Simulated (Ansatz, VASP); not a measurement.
## ZnO in VASP and in Ansatz

INCAR

```
ALGO = Normal
EDIFF = 1E-6
ENCUT = 1340
GGA_COMPAT = False
ISIF = 2
ISMEAR = 0
LASPH = True
LCHARG = False
LREAL = False
LWAVE = False
NBANDS = 16
NELM = 120
PREC = Accurate
SIGMA = 0.05
```

File KPOINTS:

```
k-points
0
Gamma
  12 12 12
```

Contents of POSCAR:

```
ZnO
1.0
    0.0000000000      2.0609699000      2.1694420000
    2.0609699000      0.0000000000      2.1694420000
    2.0609699000      2.0609699000      0.0000000000
Zn O
1 1
Direct
    0.0000000000      0.0000000000      0.0000000000
    0.5000000000      0.5000000000      0.5000000000
```

Input for Ansatz:

```yaml
crystal:
  lattice:
    - [0.0, 2.0609699, 2.169442]
    - [2.0609699, 0.0, 2.169442]
    - [2.0609699, 2.0609699, 0.0]
  atoms:
    - { symbol: Zn, position: [0.0, 0.0, 0.0] }
    - { symbol: O, position: [0.5, 0.5, 0.5] }
basis:
  ecutwfc: 420
kpoints:
  mp_grid: { grid: [12, 12, 12] }
hamiltonian:
  xc: lda
scf:
  occupations: { method: gaussian, width: 0.05 }
output:
  forces: true
  stress: true
  eigenvalues: true
```

Change from the starting cell: strain -0.050 along x and y, +0.000 along z, atoms carried along.

Alike in both runs: task single point; functional LDA; k mesh 12 × 12 × 12; occupations gaussian, width 0.05 eV; no spin polarisation.

|  | VASP | Ansatz |
| --- | --- | --- |
| version | VASP 6.6.1 | Ansatz 0.2.0 |
| potentials or method | VASP PAW LDA potentials, release 64 (Zn, O_h), cutoff 1340 eV | scalar-relativistic, plane waves, PAW |
| valence electrons in the cell | 18 | 18 |

VASP gave:

| Property | Result |
| --- | --- |
| gap on the k mesh at the Fermi level (eV) | 1.04 |
| least direct gap on the mesh (eV) | 2.66 |
| pressure (GPa) | 5.4 |
| traceless stress, the component that is largest in VASP (GPa) | -4.86 |

Q: Which values does Ansatz return?

A: gap on the k mesh at the Fermi level (eV): 1.04; least direct gap on the mesh (eV): 2.67; pressure (GPa): 3.9; traceless stress, the component that is largest in VASP (GPa): -4.46.

LDA's correlation is that of Perdew and Zunger in VASP and of Perdew and Wang (1992) in Ansatz.
